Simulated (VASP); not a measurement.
A run of VASP 6.6.1 is set up as follows.

Contents of INCAR:

```
ALGO = Normal
EDIFF = 1E-6
ENCUT = 520
GGA = PE
ISIF = 2
ISMEAR = 0
LASPH = T
LCHARG = T
LELF = T
LREAL = F
LVHAR = T
LWAVE = F
NBANDS = 24
NELM = 100
PREC = Accurate
SIGMA = 0.1
```

The input KPOINTS:

```
k-points
0
Gamma
  6 6 6
```

The input POSCAR:

```
Y
1.0
    6.0404513334      0.0000000000      0.0000000000
   -3.0202256667      5.2311843050      0.0000000000
    0.0000000000      0.0000000000      3.7030592957
Y
3
Direct
    0.0000000000      0.0000000000      0.0000000000
    0.3333333333      0.6666666667      0.5000000000
    0.6666666667      0.3333333333      0.5000000000
```

Potentials or basis: VASP PAW PBE potentials, release 64 (Y_sv).

Run with:

```sh
$ cat potpaw_PBE.64/Y_sv/POTCAR > POTCAR
$ mpirun -np 1 vasp_std > vasp.out
```

**Question.** Predict the pressure.

**Answer.** -5.4 GPa.

Stress tensor (GPa, compression positive):
```
-5.90  0.00  0.00
 0.00 -5.90  0.00
 0.00  0.00 -4.47
```
